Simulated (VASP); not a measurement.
# WS2 in VASP: a series of runs, part 2 of 2

VASP 6.6.1. Earlier steps stand in the parts before.

### 3 Single point, PBE (volume scaled by 1.02)

INCAR reads:

```
  PREC = Accurate
  ENCUT = 520
  EDIFF = 1E-6
  ISMEAR = -1
  SIGMA = 0.05
  LREAL = False
  LASPH = True
  NELM = 60
  ALGO = Normal
  ISIF = 2
  LWAVE = False
  LCHARG = False
  GGA = PE
  NBANDS = 20
```

KPOINTS reads:

```
regular mesh
0
Gamma
  10 10 2
```

POSCAR reads:

```
WS2
1.0
    3.2045998594      0.0000000000      0.0000000000
   -1.6022999297      2.7752648871      0.0000000000
    0.0000000000      0.0000000000     17.0628366442
W S
1 2
Direct
    0.0000000000      0.0000000000      0.0000000000
    0.3333333333      0.6666666667      0.0920005100
    0.3333333333      0.6666666667      0.9079994900
```

Potentials or basis: VASP PAW PBE potentials, release 64 (W_sv, S).

Run with:

```console
cat potpaw_PBE.64/W_sv/POTCAR potpaw_PBE.64/S/POTCAR > POTCAR
mpirun -np 1 vasp_std > vasp.out
```

Wall time 2.1 min (1 thread of AMD EPYC 7R43 (Zen 3), shared host); peak memory 0.23 GiB.

It converged, with:

```yaml
Free_energy: -23.6718 eV
Largest_force: 0.086 eV/Å
Band_gap_on_the_k_mesh: 1.95 eV, indirect (least direct gap 2.10 eV)
```

Forces on the atoms (eV/Å):
```
W    0.000  0.000  0.000
S    0.000  0.000 -0.086
S    0.000  0.000  0.086
```

Levels at points of the mesh, in eV from the valence-band top:
| k point | band 9 | band 10 | band 11 | band 12 | band 13 | band 14 | band 15 | band 16 | band 17 | band 18 |
| --- | --- | --- | --- | --- | --- | --- | --- | --- | --- | --- |
| (0.00, 0.00, 0.00) | -2.84 | -2.06 | -1.64 | -1.64 | 0.00 | 2.83 | 2.83 | 2.98 | 2.98 | 4.89 |
| (0.50, 0.00, 0.00) | -4.37 | -3.38 | -2.10 | -1.31 | -0.91 | 2.76 | 3.22 | 4.02 | 4.65 | 5.06 |
| (0.00, 0.00, 0.50) | -2.84 | -2.06 | -1.64 | -1.64 | 0.00 | 2.83 | 2.83 | 2.98 | 2.98 | 4.92 |
| (0.50, 0.00, 0.50) | -4.37 | -3.38 | -2.10 | -1.31 | -0.91 | 2.76 | 3.22 | 4.02 | 4.65 | 5.06 |

Caveat: spin-orbit coupling is left out, which moves the levels of the heavy elements.

### 4 Single point, PBE (volume scaled by 1.04)

INCAR reads:

```
PREC = Accurate
ENCUT = 520
EDIFF = 1E-6
ISMEAR = -1
SIGMA = 0.05
LREAL = F
LASPH = T
NELM = 100
ALGO = Normal
ISIF = 2
LWAVE = F
LCHARG = T
GGA = PE
LELF = T
LVHAR = T
NBANDS = 20
```

KPOINTS is that of step 3.

POSCAR reads:

```
WS2
1.0
    3.2254095325      0.0000000000      0.0000000000
   -1.6127047662      2.7932865927      0.0000000000
    0.0000000000      0.0000000000     17.1736373894
W S
1 2
Direct
    0.0000000000      0.0000000000      0.0000000000
    0.3333333333      0.6666666667      0.0920005100
    0.3333333333      0.6666666667      0.9079994900
```

Potentials or basis: VASP PAW PBE potentials, release 64 (W_sv, S).

Run with:

```console
cat potpaw_PBE.64/W_sv/POTCAR potpaw_PBE.64/S/POTCAR > POTCAR
mpirun -np 1 vasp_std > vasp.out
```

OUTCAR:

```text
PREC = Accurate
   ENCUT = 520
   EDIFF = 1E-6
   ISMEAR = -1
   LREAL = F
   LASPH = T
   NELM = 100
   ISIF = 2
   GGA = PE

 ion  position               nearest neighbor table
   1  0.000  0.000  0.000-   2 2.44   3 2.44   2 2.44   3 2.44   2 2.44   3 2.44
   2  0.333  0.667  0.092-   1 2.44   1 2.44   1 2.44
   3  0.333  0.667  0.908-   1 2.44   1 2.44   1 2.44

  LATTYP: Found a hexagonal cell.
 ALAT       =     3.2254095325
 C/A-ratio  =     5.3244827413

  Lattice vectors:

 A1 = (   3.2254095325,   0.0000000000,   0.0000000000)
 A2 = (  -1.6127047662,   2.7932865927,   0.0000000000)
 A3 = (   0.0000000000,   0.0000000000,  17.1736373894)

Analysis of symmetry for initial positions (statically):
=====================================================================
 Subroutine PRICEL returns:
 Original cell was already a primitive cell.

 Routine SETGRP: Setting up the symmetry group for a
 hexagonal supercell.

 Subroutine GETGRP returns: Found 12 space group operations
 (whereof 12 operations were pure point group operations)
[... 157 lines left out ...]

 Free energy of the ion-electron system (eV)
  ---------------------------------------------------
  ext. energy  EPLUGINS =         0.00000000
  ---------------------------------------------------
  free energy    TOTEN  =       -23.65257845 eV

  energy without entropy =      -23.65257845  energy(sigma->0) =      -23.65257845

 E-fermi :  -0.4546     XC(G=0):  -4.4501

 val. band max:       -1.3738096442   @ k =   0.0000   0.0000   0.5000
 cond. band min:       0.5169131499   @ k =   0.3000   0.3000   0.0000
 fundamental gap:      1.8907227941
 Fermi energy:        -0.4546478638

 k-point     1 :       0.0000    0.0000    0.0000
  band No.  band energies     occupation
      1     -75.4989      2.00000
      2     -39.6917      2.00000
      3     -39.5799      2.00000
      4     -39.5799      2.00000
      5     -15.9133      2.00000
      6     -14.3724      2.00000
[... 541 lines left out ...]
     19       6.5831      0.00000
     20       6.7775      0.00000

 [... further k-points ...]
[... 5 lines left out ...]
  --------------------------------------------------------------------------------------
  -------------------------------------------------------------------------------------
  Total       -1.5885865     -1.5885865     -1.3208332     -0.0000000      0.0000000      0.0000000
  in kB      -16.4497311    -16.4497311    -13.6771594     -0.0000000      0.0000000      0.0000000
  external PRESSURE =     -15.5255405 kB  Pullay stress =       0.0000000 kB

 VOLUME and BASIS-vectors are now :
 -----------------------------------------------------------------------------
  energy-cutoff  :      520.00
  volume of cell :      154.73
      direct lattice vectors                 reciprocal lattice vectors
     3.225409533  0.000000000  0.000000000     0.310038149  0.179000609  0.000000000
    -1.612704766  2.793286593  0.000000000     0.000000000  0.358001217  0.000000000
     0.000000000  0.000000000 17.173637389     0.000000000  0.000000000  0.058228783

 POSITION                                       TOTAL-FORCE (eV/Angst)
 -----------------------------------------------------------------------------------
      0.00000      0.00000      0.00000         0.000000      0.000000     -0.000000
     -0.00000      1.86219      1.57998        -0.000000     -0.000000     -0.409468
     -0.00000      1.86219     15.59365         0.000000      0.000000      0.409468
 -----------------------------------------------------------------------------------
    total drift:                                0.000000     -0.000000     -0.000000

  FREE ENERGIE OF THE ION-ELECTRON SYSTEM (eV)
  ---------------------------------------------------
  free  energy   TOTEN  =       -23.6525784471 eV

  energy  without entropy=      -23.6525784462  energy(sigma->0) =      -23.65257845
```

stdout:

```text
POSCAR found type information on POSCAR W S
 POSCAR found :  2 types and       3 ions
 scaLAPACK will be used
 LDA part: xc-table for (Slater+PW92), standard interpolation
 POSCAR, INCAR and KPOINTS ok, starting setup
 FFT: planning ... GRIDC
 FFT: planning ... GRID_SOFT
 FFT: planning ... GRID
 WAVECAR not read
 entering main loop
```

Run time: 2.1 min. Hardware: 1 thread of AMD EPYC 7R43 (Zen 3), shared host; peak memory 0.24 GiB.

What came out:

```
Free energy            : -23.6526 eV
Largest force          : 0.409 eV/Å
Band gap on the k mesh : 1.89 eV, indirect (least direct gap 2.04 eV)
```

Forces on the atoms (eV/Å):
```
W    0.000  0.000  0.000
S    0.000  0.000 -0.409
S    0.000  0.000  0.409
```

Caveat: spin-orbit coupling is left out, which moves the levels of the heavy elements.

### 5 Overview

| cell | gap on the mesh (eV) | largest force (eV/Å) |
| --- | --- | --- |
| a = 3.184, b = 3.184, c = 16.951 Å, angles 90.0, 90.0, 120.0°, 3 atoms | 2.00 | 0.26 |
| a = 3.205, b = 3.205, c = 17.063 Å, angles 90.0, 90.0, 120.0°, 3 atoms | 1.95 | 0.09 |
| a = 3.225, b = 3.225, c = 17.174 Å, angles 90.0, 90.0, 120.0°, 3 atoms | 1.89 | 0.41 |

Alike in all rows: task single point; level PBE; potentials or basis VASP PAW PBE potentials, release 64 (W_sv, S); no spin polarisation; k mesh 10 × 10 × 2; cutoff (eV) 520; smearing fermi-dirac 0.05 eV.

Caveats: spin-orbit coupling is left out, which moves the levels of the heavy elements.

Absolute energies hang on the potentials; compare differences alone.
